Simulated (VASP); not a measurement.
# MgO (P6_3/mmc) in VASP: relaxation of cell and atoms with PBE

Aim: the relaxation of cell and atoms of MgO with PBE.

All numbers are computed with VASP 6.6.1; they aren't measurements. Logs are shortened: lines on timing, memory, paths and dates and some standing lists are left out, and cuts for length are marked.

## (1) The cell of the first run

It takes space group P6_3/mmc (No. 194, hexagonal). The conventional cell has a = 3.486 Å, b = 3.486 Å, c = 4.178 Å, α = 90.00°, β = 90.00°, γ = 120.00°. Within 2.7 Å of Mg (site symmetry -6m2) lie 5 O at 2.01 to 2.09 Å. O (site symmetry -6m2) has 5 Mg at 2.01 to 2.09 Å within 2.7 Å.

## (2) Relaxation of cell and atoms, PBE

The input, INCAR:

```
SYSTEM = MgO
ALGO = Normal
EDIFF = 1E-7
EDIFFG = -0.005
ENCUT = 600
GGA = PE
IBRION = 2
ISIF = 3
ISMEAR = 0
LASPH = .True.
LCHARG = .False.
LREAL = .False.
LWAVE = .False.
NELM = 60
NSW = 100
PREC = Accurate
SIGMA = 0.02
```

The input, KPOINTS:

```
k-points
0
Gamma
  6 6 6
  0 0 0
```

The input, POSCAR:

```
MgO
1.0
    3.4863778627      0.0000000000      0.0000000000
   -1.7431889314      3.0192917963      0.0000000000
    0.0000000000      0.0000000000      4.1780412200
Mg O
2 2
Direct
    0.6666666700      0.3333333300      0.7500000000
    0.3333333300      0.6666666700      0.2500000000
    0.6666666700      0.3333333300      0.2500000000
    0.3333333300      0.6666666700      0.7500000000
```

Potentials or basis: VASP PAW PBE potentials, release 64 (Mg, O).

Run with:

```
> cat potpaw_PBE.64/Mg/POTCAR potpaw_PBE.64/O/POTCAR > POTCAR
> mpirun -np 1 vasp_std > vasp.out
```

OUTCAR:

```text
SYSTEM = MgO
   EDIFF = 1E-7
   EDIFFG = -0.005
   ENCUT = 600
   GGA = PE
   IBRION = 2
   ISIF = 3
   ISMEAR = 0
   LASPH = .True.
   LREAL = .False.
   NELM = 60
   NSW = 100
   PREC = Accurate

 ion  position               nearest neighbor table
   1  0.667  0.333  0.750-   4 2.01   4 2.01   4 2.01   3 2.09   3 2.09   2 2.90   2 2.90   2 2.90
                             2 2.90   2 2.90   2 2.90
   2  0.333  0.667  0.250-   3 2.01   3 2.01   3 2.01   4 2.09   4 2.09   1 2.90   1 2.90   1 2.90
                             1 2.90   1 2.90   1 2.90
   3  0.667  0.333  0.250-   2 2.01   2 2.01   2 2.01   1 2.09   1 2.09
   4  0.333  0.667  0.750-   1 2.01   1 2.01   1 2.01   2 2.09   2 2.09

  LATTYP: Found a hexagonal cell.
 ALAT       =     3.4863778627
 C/A-ratio  =     1.1983902447

  Lattice vectors:

 A1 = (   3.4863778627,   0.0000000000,   0.0000000000)
 A2 = (  -1.7431889314,   3.0192917963,   0.0000000000)
 A3 = (   0.0000000000,   0.0000000000,   4.1780412200)

Analysis of symmetry for initial positions (statically):
=====================================================================
 Subroutine PRICEL returns:
 Original cell was already a primitive cell.

 Routine SETGRP: Setting up the symmetry group for a
 hexagonal supercell.

 Subroutine GETGRP returns: Found 24 space group operations
 (whereof 12 operations were pure point group operations)
 out of a pool of 24 trial point group operations.

The static configuration has the point symmetry D_3d.
 The point group associated with its full space group is D_6h.

Analysis of symmetry for dynamics (positions and initial velocities):
=====================================================================
 Subroutine PRICEL returns:
 Original cell was already a primitive cell.

 Routine SETGRP: Setting up the symmetry group for a
 hexagonal supercell.

 Subroutine GETGRP returns: Found 24 space group operations
 (whereof 12 operations were pure point group operations)
 out of a pool of 24 trial point group operations.

The dynamic configuration has the point symmetry D_3d.
 The point group associated with its full space group is D_6h.

 Subroutine INISYM returns: Found 24 space group operations
 (whereof 12 operations are pure point group operations),
 and found     1 'primitive' translations

----------------------------------------------------------------------------------------

                                     Primitive cell

  volume of cell :      43.9797

  direct lattice vectors                    reciprocal lattice vectors
     3.486377863  0.000000000  0.000000000     0.286830642  0.165601748  0.000000000
    -1.743188931  3.019291796  0.000000000     0.000000000  0.331203497  0.000000000
     0.000000000  0.000000000  4.178041220     0.000000000  0.000000000  0.239346609

  length of vectors
     3.486377863  3.486377863  4.178041220     0.331203497  0.331203497  0.239346609

  position of ions in fractional coordinates (direct lattice)
     0.666666670  0.333333330  0.750000000
     0.333333330  0.666666670  0.250000000
     0.666666670  0.333333330  0.250000000
     0.333333330  0.666666670  0.750000000

  ion indices of the primitive-cell ions
   primitive index   ion index
                 1           1
                 2           2
                 3           3
                 4           4

----------------------------------------------------------------------------------------

 KPOINTS: k-points

Automatic generation of k-mesh.
 Grid dimensions read from file:
 generate k-points for:    6    6    6

 Generating k-lattice:

  Cartesian coordinates                     Fractional coordinates (reciprocal lattice)
     0.047805107  0.027600291  0.000000000     0.166666667  0.000000000  0.000000000
     0.000000000  0.055200583  0.000000000     0.000000000  0.166666667  0.000000000
     0.000000000  0.000000000  0.039891102     0.000000000  0.000000000  0.166666667

  Length of vectors
     0.055200583  0.055200583  0.039891102

  Shift w.r.t. Gamma in fractional coordinates (k-lattice)
     0.000000000  0.000000000  0.000000000

 Subroutine IBZKPT returns following result:
 ===========================================

 Found     28 irreducible k-points:

 Following reciprocal coordinates:
            Coordinates               Weight
  0.000000  0.000000  0.000000      1.000000
  0.166667 -0.000000  0.000000      6.000000
  0.333333 -0.000000  0.000000      6.000000
  0.500000 -0.000000  0.000000      3.000000
  0.166667  0.166667  0.000000      6.000000
  0.333333  0.166667  0.000000     12.000000
[... 16 lines left out ...]
  0.166667 -0.000000  0.500000      6.000000
  0.333333 -0.000000  0.500000      6.000000
 [... further k-points ...]
   k-points           NKPTS =     28   k-points in BZ     NKDIM =     28   number of bands    NBANDS=     12
   number of dos      NEDOS =    301   number of ions     NIONS =      4
   total plane-waves  NPLWV =  28224
   dimension x,y,z NGX =    28 NGY =   28 NGZ =   36
   dimension x,y,z NGXF=    56 NGYF=   56 NGZF=   72
   ions per type =               2   2
   NGX,Y,Z   is equivalent  to a cutoff of  13.35, 13.35, 14.32 a.u.
   NGXF,Y,Z  is equivalent  to a cutoff of  26.70, 26.70, 28.65 a.u.
 SYSTEM =  MgO
   PREC   = accura    normal or accurate (medium, high low for compatibility)
   ISTART =      0    job   : 0-new  1-cont  2-samecut
   ICHARG =      2    charge: 1-file 2-atom 10-const
   ISPIN  =      1    spin polarized calculation?
   LNONCOLLINEAR =      F non collinear calculations
   LSORBIT =      F    spin-orbit coupling
   LASPH  =      T    aspherical Exc in radial PAW
   ENCUT  =  600.0 eV  44.10 Ry    6.64 a.u.   6.96  6.96  8.34*2*pi/ulx,y,z
   NELM   =     60;   NELMIN=  2; NELMDL= -5     # of ELM steps
   EDIFF  = 0.1E-06   stopping-criterion for ELM
   LREAL  =      F    real-space projection
   EDIFFG = -.5E-02   stopping-criterion for IOM
   NSW    =    100    number of steps for IOM
   IBRION =      2    ionic relax: 0-MD 1-quasi-New 2-CG
   NFREE  =      1    steps in history (QN), initial steepest desc. (CG)
   ISIF   =      3    stress and relaxation
   ISYM   =      2    0-nonsym 1-usesym 2-fastsym
   POTIM  = 0.5000    time-step for ionic-motion
   TEBEG  =    0.0;   TEEND  =   0.0 temperature during run
   PSTRESS=    0.0 pullay stress
   NELECT =      16.0000    total number of electrons
   NUPDOWN=      -1.0000    fix difference up-down
   EMIN   =  10.00;   EMAX   =-10.00  energy-range for DOS
   EFERMI =   0.00;   METHOD = LEGACY
   ISMEAR =     0;   SIGMA  =   0.02  broadening in eV -4-tet -1-fermi 0-gaus
   EFERMI_NEDOS =   21; number of points for ismear=-14 and -15
   IALGO  =     38    algorithm
   IMIX   =      4    mixing-type and parameters
     AMIX     =   0.40;   BMIX     =  1.00
     AMIX_MAG =   1.60;   BMIX_MAG =  1.00
  volume/ion in A,a.u.               =      10.99        74.20
  Fermi-wavevector in a.u.,A,eV,Ry     =   1.168685  2.208494 18.583167  1.365824
  Thomas-Fermi vector in A             =   2.305168
   LORBIT       =      0    0 simple, 1 ext, 2 COOP (PROOUT), +10 PAW based schemes
   GGA     = PE    functional components
   LHFCALC =     F    Hartree Fock is set to
   AEXX    =    0.0000 exact exchange contribution
   IVDW    =     0    specifies the selected vdW correction
   LEPSILON=     F    determine dielectric tensor
   LRPA    =     F    only Hartree local field effects (RPA)
 conjugate gradient relaxation of ions
 non-spin polarized calculation
 Gauss-broadening in eV      SIGMA  =   0.02
  energy-cutoff  :      600.00
  volume of cell :       43.98
 maximum number of plane-waves:      1485
 NGX is ok and might be reduce to    28
   NGX = 13   NGY = 13   NGZ = 17

--------------------------------------- Ionic step        1  -------------------------------------------

 number of electron      15.9999998 magnetization

 Free energy of the ion-electron system (eV)
  ---------------------------------------------------
  ext. energy  EPLUGINS =         0.00000000
  ---------------------------------------------------
  free energy    TOTEN  =       -23.66364424 eV

  energy without entropy =      -23.66364424  energy(sigma->0) =      -23.66364424

 E-fermi :   2.1809     XC(G=0): -10.0737

 val. band max:        2.0052689880   @ k =   0.0000   0.0000   0.0000
 cond. band min:       5.4454729409   @ k =   0.0000   0.0000   0.0000
 fundamental gap:      3.4402039529
 Fermi energy:         2.1808895520

 k-point     1 :       0.0000    0.0000    0.0000
  band No.  band energies     occupation
      1     -14.9334      2.00000
      2     -13.5337      2.00000
      3      -1.6371      2.00000
      4       0.2681      2.00000
      5       0.2681      2.00000
      6       1.2007      2.00000
      7       1.2007      2.00000
      8       2.0053      2.00000
      9       5.4455      0.00000
     10      11.4965      0.00000
     11      14.2684      0.00000
     12      14.5505      0.00000
[... 331 lines left out ...]
 k-point    24 :       0.3333   -0.0000    0.5000
  band No.  band energies     occupation
      1     -14.0241      2.00000
      2     -14.0241      2.00000
      3      -1.5896      2.00000
      4      -1.5896      2.00000
      5       0.5262      2.00000
      6       0.5262      2.00000
      7       1.1465      2.00000
      8       1.1465      2.00000
      9       9.1708      0.00000
     10       9.1708      0.00000
     11      14.0672      0.00000
     12      14.0672      0.00000

 [... further k-points ...]
[... 5 lines left out ...]
  --------------------------------------------------------------------------------------
  -------------------------------------------------------------------------------------
  Total        0.9717691      0.9717691      1.2269883     -0.0000000      0.0000000      0.0000000
  in kB       35.4014774     35.4014774     44.6990964     -0.0000000      0.0000000      0.0000000
  external PRESSURE =      38.5006837 kB  Pullay stress =       0.0000000 kB
[... 251 lines left out ...]
  energy  without entropy=      -23.6788891313  energy(sigma->0) =      -23.67888913

--------------------------------------- Ionic step        8  -------------------------------------------

 number of electron      15.9999999 magnetization

 Free energy of the ion-electron system (eV)
  ---------------------------------------------------
  ext. energy  EPLUGINS =         0.00000000
  ---------------------------------------------------
  free energy    TOTEN  =       -23.67889434 eV

  energy without entropy =      -23.67889434  energy(sigma->0) =      -23.67889434

 E-fermi :   1.9564     XC(G=0):  -9.9487

 val. band max:        1.8260529228   @ k =   0.0000   0.0000   0.0000
 cond. band min:       5.1154515648   @ k =   0.0000   0.0000   0.0000
 fundamental gap:      3.2893986420
 Fermi energy:         1.9564409731

 k-point     1 :       0.0000    0.0000    0.0000
  band No.  band energies     occupation
      1     -14.9914      2.00000
      2     -13.6707      2.00000
      3      -1.7268      2.00000
      4       0.1446      2.00000
      5       0.1446      2.00000
      6       1.0480      2.00000
      7       1.0480      2.00000
      8       1.8261      2.00000
      9       5.1155      0.00000
     10      11.0633      0.00000
     11      13.8194      0.00000
     12      14.1958      0.00000
[... 331 lines left out ...]
 k-point    24 :       0.3333   -0.0000    0.5000
  band No.  band energies     occupation
      1     -14.1341      2.00000
      2     -14.1341      2.00000
      3      -1.6777      2.00000
      4      -1.6777      2.00000
      5       0.3906      2.00000
      6       0.3906      2.00000
      7       0.9951      2.00000
      8       0.9951      2.00000
      9       8.8664      0.00000
     10       8.8664      0.00000
     11      13.5842      0.00000
     12      13.5842      0.00000

 [... further k-points ...]
[... 5 lines left out ...]
  --------------------------------------------------------------------------------------
  -------------------------------------------------------------------------------------
  Total        0.0000004      0.0000004     -0.0003785      0.0000000     -0.0000000      0.0000000
  in kB        0.0000153      0.0000153     -0.0134008      0.0000000     -0.0000000      0.0000000
  external PRESSURE =      -0.0044567 kB  Pullay stress =       0.0000000 kB
[... 19 lines left out ...]
  FREE ENERGIE OF THE ION-ELECTRON SYSTEM (eV)
  ---------------------------------------------------
  free  energy   TOTEN  =       -23.6788943430 eV

  energy  without entropy=      -23.6788943430  energy(sigma->0) =      -23.67889434

 reached required accuracy - stopping structural energy minimisation
```

Run time: 33 s. Hardware: 1 thread of Intel Xeon 6975P-C (Granite Rapids), shared host; peak memory 0.18 GiB.

What came out:

- Free energy: -23.6789 eV
- Relaxed volume: 11.31 Å³/atom
- Relaxed cell: a = 3.515 Å, b = 3.515 Å, c = 4.229 Å, α = 90.00°, β = 90.00°, γ = 120.00°
- Space group after relaxing (to 0.05 Å): P6_3/mmc (No. 194)
- Energy gained by relaxing: 3.8 meV/atom
- Ionic steps: 8
- Pressure after relaxing: 0.0 GPa
- Band gap on the k mesh: 3.29 eV, direct

Step by step:
| step | energy change (eV) | largest force (eV/Å) | pressure (GPa) | volume (Å³) |
| --- | --- | --- | --- | --- |
| 1 | 0.0000 | 0.0000 | 3.85 | 43.98 |
| 2 | -0.0137 | 0.0000 | -1.16 | 45.68 |
| 3 | -0.0152 | 0.0000 | 0.00 | 45.26 |
| 4 | -0.0152 | 0.0000 | -0.08 | 45.29 |
| 5 | -0.0152 | 0.0000 | 0.02 | 45.25 |
| 6 | -0.0152 | 0.0000 | 0.04 | 45.24 |
| 7 | -0.0152 | 0.0000 | 0.05 | 45.24 |
| 8 | -0.0153 | 0.0000 | 0.00 | 45.26 |

Final structure:
```cif
data_structure
_symmetry_space_group_name_H-M 'P 1'
_symmetry_Int_Tables_number 1
_cell_length_a 3.5153
_cell_length_b 3.5153
_cell_length_c 4.2289
_cell_angle_alpha 90.000
_cell_angle_beta 90.000
_cell_angle_gamma 120.000
_cell_volume 45.26
loop_
_atom_site_label
_atom_site_type_symbol
_atom_site_fract_x
_atom_site_fract_y
_atom_site_fract_z
_atom_site_occupancy
Mg1 Mg 0.66667 0.33333 0.75000 1
Mg2 Mg 0.33333 0.66667 0.25000 1
O1 O 0.66667 0.33333 0.25000 1
O2 O 0.33333 0.66667 0.75000 1
```

Levels at points of the mesh, in eV from the valence-band top:
| k point | band 5 | band 6 | band 7 | band 8 | band 9 | band 10 | band 11 | band 12 |
| --- | --- | --- | --- | --- | --- | --- | --- | --- |
| (0.00, 0.00, 0.00) | -1.68 | -0.78 | -0.78 | 0.00 | 3.29 | 9.24 | 11.99 | 12.37 |
| (0.50, 0.00, 0.00) | -2.27 | -1.94 | -1.26 | -0.52 | 6.92 | 8.79 | 9.76 | 11.78 |
| (0.00, 0.00, 0.50) | -1.25 | -1.25 | -1.25 | -1.25 | 6.31 | 6.31 | 12.73 | 12.73 |
| (0.50, 0.00, 0.50) | -1.50 | -1.50 | -0.79 | -0.79 | 7.22 | 7.22 | 11.65 | 11.65 |
